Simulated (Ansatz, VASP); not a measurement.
# F: VASP beside Ansatz

INCAR

```
PREC     = Accurate       # precision mode
ENCUT    = 520            # plane-wave cutoff, eV
EDIFF    = 1E-6           # SCF threshold, eV
ISMEAR   = -1             # smearing method
SIGMA    = 0.08           # smearing width, eV
LREAL    = False          # projectors in reciprocal space
LASPH    = True           # aspherical terms in the spheres
NELM     = 100            # most SCF steps
ALGO     = Normal         # electronic algorithm
ISIF     = 2              # what is computed and relaxed
LWAVE    = False          # write WAVECAR
LCHARG   = True           # write CHGCAR
GGA      = PE             # functional
LELF     = True           # ELF
LVHAR    = True         
NBANDS   = 10             # bands
```

File KPOINTS:

```
Automatic mesh
0
Gamma
  15 15 15
```

POSCAR

```
F
1.0
    2.1496696724      0.0000000000      0.0000000000
    0.0000000000      2.1496696724      0.0000000000
    0.0000000000      0.0000000000      2.1496696724
F
1
Direct
    0.0000000000      0.0000000000      0.0000000000
```

Input for Ansatz:

```yaml
crystal:
  lattice:
    - [2.1496696724, 0.0, 0.0]
    - [0.0, 2.1496696724, 0.0]
    - [0.0, 0.0, 2.1496696724]
  atoms:
    - { symbol: F, position: [0.0, 0.0, 0.0] }
kpoints:
  mp_grid: { grid: [15, 15, 15] }
scf:
  occupations: { method: fermi_dirac, width: 0.08 }
hamiltonian:
  xc: pbe
  pseudopotentials: { kind: all_electron, lapw: { basis_error: 0.00025 } }
output:
  forces: true
  stress: true
  eigenvalues: true
```

Change from the starting cell: volume scaled by 0.9405.

Alike in both runs: task single point; functional PBE; k mesh 15 × 15 × 15; occupations fermi-dirac, width 0.08 eV; no spin polarisation.

|  | VASP | Ansatz |
| --- | --- | --- |
| version | VASP 6.6.1 | Ansatz 0.2.0 |
| potentials or method | VASP PAW PBE potentials, release 64 (F), cutoff 520 eV | all-electron LAPW, scalar-relativistic |

Ansatz gave:

| Item | Value |
| --- | --- |
| pressure (GPa) | 4.3 |

Question: What did VASP give for the same quantities?

Answer: Pressure (GPa): 3.6.

Ansatz ran all-electron here, and VASP with PAW potentials.
